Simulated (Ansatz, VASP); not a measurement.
This is a calculation of Mg for Ansatz 0.2.0.

File input.yaml:

```yaml
crystal:
  lattice:
    - [3.1768261656, 0.0, 0.0]
    - [-1.5884130828, 2.7512121628, 0.0]
    - [0.0, 0.0, 10.31886201]
  atoms:
    - { symbol: Mg, position: [0.6666666667, 0.3333333333, 0.75] }
    - { symbol: Mg, position: [0.0, 0.0, 0.5] }
    - { symbol: Mg, position: [0.3333333333, 0.6666666667, 0.25] }
    - { symbol: Mg, position: [0.0, 0.0, 0.0] }
hamiltonian:
  xc: pbe
  pseudopotentials: { kind: paw }
kpoints:
  mp_grid: { grid: [10, 10, 3] }
scf:
  occupations: { method: gaussian, width: 0.024 }
output:
  forces: true
  stress: true
  eigenvalues: true
```

Potentials or basis: Ansatz PAW.

Run with:

```console
$ ansatz run input.yaml --threads 2 --pin off --max-ram 5632MiB --backend cpu --events-out ev --progress --plain --runs-dir out
```

Question: Set up the same calculation for VASP 6.6.1. Potentials there: VASP PAW PBE potentials, release 64 (Mg).

Answer: As run (the cutoff follows the program's own potentials):

Contents of INCAR:

```
SYSTEM = Mg
PREC = Accurate
ENCUT = 520
EDIFF = 1E-6
ISMEAR = 0
SIGMA = 0.024
LREAL = .False.
LASPH = .True.
NELM = 80
ALGO = Normal
ISIF = 2
LWAVE = .False.
LCHARG = .False.
GGA = PE
NBANDS = 12
```

KPOINTS

```
regular mesh
0
Gamma
  10 10 3
  0 0 0
```

POSCAR

```
Mg
1.0
    3.1768261656      0.0000000000      0.0000000000
   -1.5884130828      2.7512121628      0.0000000000
    0.0000000000      0.0000000000     10.3188620100
Mg
4
Direct
    0.6666666667      0.3333333333      0.7500000000
    0.0000000000      0.0000000000      0.5000000000
    0.3333333333      0.6666666667      0.2500000000
    0.0000000000      0.0000000000      0.0000000000
```

Potentials or basis: VASP PAW PBE potentials, release 64 (Mg).

Launch:

```bash
$ cat potpaw_PBE.64/Mg/POTCAR > POTCAR
$ mpirun -np 1 vasp_std > vasp.out
```

Both were run:

|  | VASP | Ansatz | Ansatz less VASP |
| --- | --- | --- | --- |
| gap on the k mesh at the Fermi level (eV) | none | none | - |
| pressure (GPa) | 0.8 | 1.0 | +0.12 |
| traceless stress, the component that is largest in VASP (GPa) | 0.91 | 0.91 | 0.000 |

A gap of «none» marks a metal or a gap that the smearing closes. VASP's potentials hold 8 valence electrons a cell and Ansatz's 40, so a difference there can come from the potentials and not from the codes.
